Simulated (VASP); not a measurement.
# LiH in VASP: notebook, part 3 of 3

VASP 6.6.1.

### Step 4. Single point, PBE (strain along [111] +0.5%)

File INCAR:

```
SYSTEM = LiH
PREC     = Accurate       ! precision mode
ENCUT    = 520            ! plane-wave cutoff, eV
EDIFF    = 1E-6           ! SCF threshold, eV
ISMEAR   = 0              ! smearing method
SIGMA    = 0.01           ! smearing width, eV
LREAL    = .False.        ! projectors in reciprocal space
LASPH    = .True.         ! aspherical terms in the spheres
NELM     = 80             ! most SCF steps
ALGO     = Normal         ! electronic algorithm
ISIF     = 2              ! what is computed and relaxed
LWAVE    = .False.        ! write WAVECAR
LCHARG   = .True.         ! write CHGCAR
GGA      = PE             ! functional
LELF     = .True.         ! ELF
LVHAR    = .True.       
NBANDS   = 9              ! bands
```

File KPOINTS:

```
Automatic mesh
0
Gamma
  6 6 6
  0 0 0
```

File POSCAR:

```
LiH
1.0
    0.0066766495      2.0096714906      2.0096714906
    2.0096714906      0.0066766495      2.0096714906
    2.0096714906      2.0096714906      0.0066766495
Li H
1 1
Direct
    0.0000000000      0.0000000000      0.0000000000
    0.5000000000      0.5000000000      0.5000000000
```

Potentials or basis: VASP PAW PBE potentials, release 64 (Li_sv, H).

Started as:

```sh
$ cat potpaw_PBE.64/Li_sv/POTCAR potpaw_PBE.64/H/POTCAR > POTCAR
$ mpirun -np 1 vasp_std > vasp.out
```

OUTCAR:

```text
SYSTEM = LiH
   PREC = Accurate
   ENCUT = 520
   EDIFF = 1E-6
   ISMEAR = 0
   LREAL = .False.
   LASPH = .True.
   NELM = 80
   ISIF = 2
   GGA = PE

 ion  position               nearest neighbor table
   1  0.000  0.000  0.000-
   2  0.500  0.500  0.500-

  LATTYP: Found a trigonal (rhomboedric) cell.
 ALAT       =     2.8421125203
 COS(alpha) =     0.5033194815

  Lattice vectors:

 A1 = (   0.0066766495,   2.0096714906,   2.0096714906)
 A2 = (   2.0096714906,   0.0066766495,   2.0096714906)
 A3 = (   2.0096714906,   2.0096714906,   0.0066766495)

Analysis of symmetry for initial positions (statically):
=====================================================================
 Subroutine PRICEL returns:
 Original cell was already a primitive cell.

 Routine SETGRP: Setting up the symmetry group for a
 trigonal (rhombohedral) supercell.

 Subroutine GETGRP returns: Found 12 space group operations
 (whereof 12 operations were pure point group operations)
 out of a pool of 12 trial point group operations.

The static configuration has the point symmetry D_3d.

Analysis of symmetry for dynamics (positions and initial velocities):
[... 162 lines left out ...]
 val. band max:        0.0794778047   @ k =   0.5000   0.5000  -0.0000
 cond. band min:       3.0590586024   @ k =   0.5000   0.5000  -0.0000
 fundamental gap:      2.9795807977
 Fermi energy:         0.2851395311

 k-point     1 :       0.0000    0.0000    0.0000
  band No.  band energies     occupation
      1     -44.2185      2.00000
      2      -5.3430      2.00000
      3      16.1353      0.00000
      4      17.8391      0.00000
      5      17.9849      0.00000
      6      17.9849      0.00000
      7      22.5291      0.00000
      8      22.7068      0.00000
      9      22.7068      0.00000
[... 265 lines left out ...]
 k-point    24 :      -0.3333    0.5000    0.1667
  band No.  band energies     occupation
      1     -44.1587      2.00000
      2      -0.0946      2.00000
      3       4.0766      0.00000
      4       7.0896      0.00000
      5      11.6068      0.00000
      6      17.5645      0.00000
      7      19.8667      0.00000
      8      28.9023      0.00000
      9      29.1627      0.00000

 [... further k-points ...]
[... 5 lines left out ...]
  --------------------------------------------------------------------------------------
  -------------------------------------------------------------------------------------
  Total       -0.0364317     -0.0364317     -0.0364317     -0.0163061     -0.0163061     -0.0163061
  in kB       -3.6137211     -3.6137211     -3.6137211     -1.6174280     -1.6174280     -1.6174280
  external PRESSURE =      -3.6137211 kB  Pullay stress =       0.0000000 kB

 VOLUME and BASIS-vectors are now :
 -----------------------------------------------------------------------------
  energy-cutoff  :      520.00
  volume of cell :       16.15
      direct lattice vectors                 reciprocal lattice vectors
     0.006676650  2.009671491  2.009671491    -0.250040178  0.249212231  0.249212231
     2.009671491  0.006676650  2.009671491     0.249212231 -0.250040178  0.249212231
     2.009671491  2.009671491  0.006676650     0.249212231  0.249212231 -0.250040178

 POSITION                                       TOTAL-FORCE (eV/Angst)
 -----------------------------------------------------------------------------------
      0.00000      0.00000      0.00000        -0.000000      0.000000      0.000000
      2.01301      2.01301      2.01301         0.000000     -0.000000     -0.000000
 -----------------------------------------------------------------------------------
    total drift:                                0.000000     -0.000000     -0.000000

  FREE ENERGIE OF THE ION-ELECTRON SYSTEM (eV)
  ---------------------------------------------------
  free  energy   TOTEN  =        -6.1259420610 eV

  energy  without entropy=       -6.1259420610  energy(sigma->0) =       -6.12594206
```

Wall time 5.7 s (1 thread of Intel Xeon 8259CL, shared host); peak memory 0.13 GiB.

What came out:

```yaml
Free_energy: -6.1259 eV
Band_gap_on_the_k_mesh: 2.98 eV
```

Levels at points of the mesh, in eV from the valence-band top:
```csv
k point,band 1,band 2,band 3,band 4,band 5,band 6,band 7
"(0.00, 0.00, 0.00)",-44.30,-5.42,16.06,17.76,17.91,17.91,22.45
"(0.50, 0.00, 0.00)",-44.25,-2.61,4.92,13.61,16.42,16.47,18.98
"(0.50, 0.50, 0.00)",-44.24,0.00,2.98,10.74,10.85,13.96,17.23
"(0.50, 0.50, 0.50)",-44.25,-2.65,4.88,13.70,16.54,16.54,19.12
```

Caveat: the k points lie up to 0.45 Å⁻¹ apart; the cell differs from its parent crystal (strain along [111] +0.5%); the cutoff is under 1.25 times the usual one of these potentials, so pressure, stress and relaxed cells hold a basis-set (Pulay) error. A k mesh can miss the band edges.

### Step 5. Single point, PBE (shear xy strain +0.5%)

File INCAR:

```
SYSTEM = LiH
PREC = Accurate
ENCUT = 520
EDIFF = 1E-6
ISMEAR = 0
SIGMA = 0.01
LREAL = .False.
LASPH = .True.
NELM = 80
ALGO = Normal
ISIF = 2
LWAVE = .False.
LCHARG = .False.
GGA = PE
NBANDS = 9
```

KPOINTS is that of step 4.

File POSCAR:

```
LiH
1.0
    0.0050074871      2.0029948411      2.0029948411
    2.0029948411      0.0050074871      2.0029948411
    2.0080023282      2.0080023282      0.0000000000
Li H
1 1
Direct
    0.0000000000      0.0000000000      0.0000000000
    0.5000000000      0.5000000000      0.5000000000
```

Potentials or basis: VASP PAW PBE potentials, release 64 (Li_sv, H).

Started as:

```sh
$ cat potpaw_PBE.64/Li_sv/POTCAR potpaw_PBE.64/H/POTCAR > POTCAR
$ mpirun -np 1 vasp_std > vasp.out
```

OUTCAR:

```text
SYSTEM = LiH
   PREC = Accurate
   ENCUT = 520
   EDIFF = 1E-6
   ISMEAR = 0
   LREAL = .False.
   LASPH = .True.
   NELM = 80
   ISIF = 2
   GGA = PE

 ion  position               nearest neighbor table
   1  0.000  0.000  0.000-
   2  0.500  0.500  0.500-

  LATTYP: Found a body centered orthorhombic cell.
 ALAT       =     2.8255808135
 B/A-ratio  =     1.0050125313
 C/A-ratio  =     1.4177579573

  Lattice vectors:

 A1 = (   2.0029948411,   0.0050074871,  -2.0029948411)
 A2 = (  -2.0029948411,  -0.0050074871,  -2.0029948411)
[... 466 lines left out ...]
      5      11.7588      0.00000
      6      16.5397      0.00000
      7      18.7152      0.00000
      8      29.8239      0.00000
      9      31.3117      0.00000

 [... further k-points ...]
[... 5 lines left out ...]
  --------------------------------------------------------------------------------------
  -------------------------------------------------------------------------------------
  Total       -0.0184758     -0.0184758     -0.0184203     -0.0244424      0.0000000      0.0000000
  in kB       -1.8418151     -1.8418151     -1.8362849     -2.4366148      0.0000000      0.0000000
  external PRESSURE =      -1.8399717 kB  Pullay stress =       0.0000000 kB

 VOLUME and BASIS-vectors are now :
 -----------------------------------------------------------------------------
  energy-cutoff  :      520.00
  volume of cell :       16.07
      direct lattice vectors                 reciprocal lattice vectors
     0.005007487  2.002994841  2.002994841    -0.250251834  0.250251834  0.249626205
     2.002994841  0.005007487  2.002994841     0.250251834 -0.250251834  0.249626205
     2.008002328  2.008002328  0.000000000     0.249003695  0.249003695 -0.249626205

 POSITION                                       TOTAL-FORCE (eV/Angst)
 -----------------------------------------------------------------------------------
      0.00000      0.00000      0.00000         0.000000     -0.000000      0.000000
      2.00800      2.00800      2.00299        -0.000000      0.000000      0.000000
 -----------------------------------------------------------------------------------
    total drift:                                0.000000     -0.000000     -0.000000

  FREE ENERGIE OF THE ION-ELECTRON SYSTEM (eV)
  ---------------------------------------------------
  free  energy   TOTEN  =        -6.1259983170 eV

  energy  without entropy=       -6.1259983170  energy(sigma->0) =       -6.12599832
```

OSZICAR:

```text
N       E                     dE             d eps       ncg     rms          rms(c)
DAV:   1    -0.169131591678E+01   -0.16913E+01   -0.14638E+03   844   0.411E+02
DAV:   2    -0.631327209733E+01   -0.46220E+01   -0.45928E+01  1200   0.545E+01
DAV:   3    -0.636907625859E+01   -0.55804E-01   -0.55779E-01   976   0.514E+00
DAV:   4    -0.636928583835E+01   -0.20958E-03   -0.20955E-03  1171   0.306E-01
DAV:   5    -0.636928639959E+01   -0.56124E-06   -0.56125E-06  1016   0.131E-02    0.288E+00
DAV:   6    -0.618589004775E+01    0.18340E+00   -0.15044E-01   953   0.120E+00    0.144E+00
DAV:   7    -0.612427206582E+01    0.61618E-01   -0.19355E-01   948   0.153E+00    0.219E-01
DAV:   8    -0.612603969517E+01   -0.17676E-02   -0.41229E-03   989   0.429E-01    0.391E-02
DAV:   9    -0.612600102266E+01    0.38673E-04   -0.13602E-04  1121   0.461E-02    0.614E-03
DAV:  10    -0.612599862779E+01    0.23949E-05   -0.49548E-06   953   0.157E-02    0.202E-03
DAV:  11    -0.612599831700E+01    0.31078E-06   -0.14632E-07   645   0.180E-03
   1 F= -.61259983E+01 E0= -.61259983E+01  d E =-.872443E-18
```

Wall time 7.9 s (1 thread of Intel Xeon 8259CL, shared host); peak memory 0.13 GiB.

Results:

```
Free energy            : -6.1260 eV
Band gap on the k mesh : 2.98 eV
```

Caveat: the k points lie up to 0.45 Å⁻¹ apart; the cell differs from its parent crystal (shear xy strain +0.5%); the cutoff is under 1.25 times the usual one of these potentials, so pressure, stress and relaxed cells hold a basis-set (Pulay) error.

### Step 6. Overview

```csv
cell,gap on the mesh (eV)
"a = 2.691 Å, angles 60.0°, 2 atoms",2.84
"a = 2.826, b = 2.826, c = 2.833 Å, angles 59.9, 59.9, 60.2°, 2 atoms",2.92
"a = 2.842 Å, angles 59.8°, 2 atoms",2.98
"a = 2.833, b = 2.833, c = 2.840 Å, angles 59.9, 59.9, 59.8°, 2 atoms",2.98
```

Alike in all rows: task single point; level PBE; potentials or basis VASP PAW PBE potentials, release 64 (Li_sv, H); no spin polarisation; k mesh 6 × 6 × 6; cutoff (eV) 520; smearing gaussian 0.01 eV.

Caveats: all runs use coarse meshes; the cutoff is under 1.25 times the usual one of these potentials, so pressure, stress and relaxed cells hold a basis-set (Pulay) error.

Total energies depend on the potentials used, so only differences within one code and one set of settings carry meaning.
